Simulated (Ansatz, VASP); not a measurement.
In2O3: VASP beside Ansatz

File INCAR:

```
SYSTEM = In2O3
  ALGO = Normal
  EDIFF = 1E-7
  ENCUT = 520
  GGA = CA
  ISIF = 2
  ISMEAR = -1
  LASPH = .True.
  LCHARG = .True.
  LELF = .True.
  LREAL = .False.
  LVHAR = .True.
  LWAVE = .False.
  NBANDS = 55
  NELM = 60
  PREC = Accurate
  SIGMA = 0.05
```

File KPOINTS:

```
k-points
0
Gamma
  6 6 6
  0 0 0
```

File POSCAR:

```
In2O3
1.0
    2.7435000000      1.5839604635      4.8366666667
   -2.7435000000      1.5839604635      4.8366666667
    0.0000000000     -3.1679209270      4.8366666667
In O
4 6
Direct
    0.8573100000      0.8573100000      0.8573100000
    0.6426900000      0.6426900000      0.6426900000
    0.1426900000      0.1426900000      0.1426900000
    0.3573100000      0.3573100000      0.3573100000
    0.0480000000      0.7500000000      0.4520000000
    0.7500000000      0.4520000000      0.0480000000
    0.4520000000      0.0480000000      0.7500000000
    0.9520000000      0.2500000000      0.5480000000
    0.2500000000      0.5480000000      0.9520000000
    0.5480000000      0.9520000000      0.2500000000
```

The input input.yaml:

```yaml
crystal:
  lattice:
    - [2.7435, 1.5839604635, 4.8366666667]
    - [-2.7435, 1.5839604635, 4.8366666667]
    - [0.0, -3.167920927, 4.8366666667]
  atoms:
    - { symbol: In, position: [0.85731, 0.85731, 0.85731] }
    - { symbol: In, position: [0.64269, 0.64269, 0.64269] }
    - { symbol: In, position: [0.14269, 0.14269, 0.14269] }
    - { symbol: In, position: [0.35731, 0.35731, 0.35731] }
    - { symbol: O, position: [0.048, 0.75, 0.452] }
    - { symbol: O, position: [0.75, 0.452, 0.048] }
    - { symbol: O, position: [0.452, 0.048, 0.75] }
    - { symbol: O, position: [0.952, 0.25, 0.548] }
    - { symbol: O, position: [0.25, 0.548, 0.952] }
    - { symbol: O, position: [0.548, 0.952, 0.25] }
hamiltonian:
  xc: lda
  pseudopotentials: { kind: paw }
kpoints:
  mp_grid: { grid: [6, 6, 6] }
  band_path:
    path:
      - [[0.0, 0.0, 0.0], [0.5, 0.0, 0.0], [0.5, 0.2381665116, -0.2381665116]]
      - [[0.7618334884, 0.5, 0.2381665116], [0.5, 0.5, 0.5], [0.0, 0.0, 0.0], [0.3690832558, 0.0, -0.3690832558]]
      - [[0.6309167442, 0.3690832558, 0.0], [0.5, 0.5, 0.0], [0.6309167442, 0.6309167442, 0.2381665116], [0.5, 0.5, 0.5]]
      - [[0.5, 0.0, 0.0], [0.7618334884, 0.3690832558, 0.3690832558]]
    npoints: 10
scf:
  occupations: { method: fermi_dirac, width: 0.05 }
  n_extra_bands: 25
output:
  forces: true
  stress: true
  eigenvalues: true
  fatbands: true
  write_density: true
  write_potential: true
  elf: true
  volumetric_format: npy
```

Alike in both runs: functional LDA; k mesh 6 × 6 × 6; occupations fermi-dirac, width 0.05 eV; no spin polarisation.

```csv
,VASP,Ansatz
version,VASP 6.6.1,Ansatz 0.2.0
potentials or method,"VASP PAW LDA potentials, release 64 (In_d, O)",Ansatz PAW
plane-wave cutoff (eV),520,420
valence electrons in the cell,88,88
task,single point,band structure
```

Ansatz gave:

```
gap on the k mesh at the Fermi level (eV)                     : 1.18
least direct gap on the mesh (eV)                             : 1.22
pressure (GPa)                                                : -3.2
traceless stress, the component that is largest in VASP (GPa) : -0.22
rms of the force components (eV/Å)                            : 0.082
```

**Question.** Estimate VASP's values.

**Answer.** gap on the k mesh at the Fermi level (eV): 1.20; least direct gap on the mesh (eV): 1.25; pressure (GPa): -2.5; traceless stress, the component that is largest in VASP (GPa): -0.34; rms of the force components (eV/Å): 0.086.

LDA's correlation is that of Perdew and Zunger in VASP and of Perdew and Wang (1992) in Ansatz. Atom by atom the forces differ by 0.004 eV/Å (rms over components).
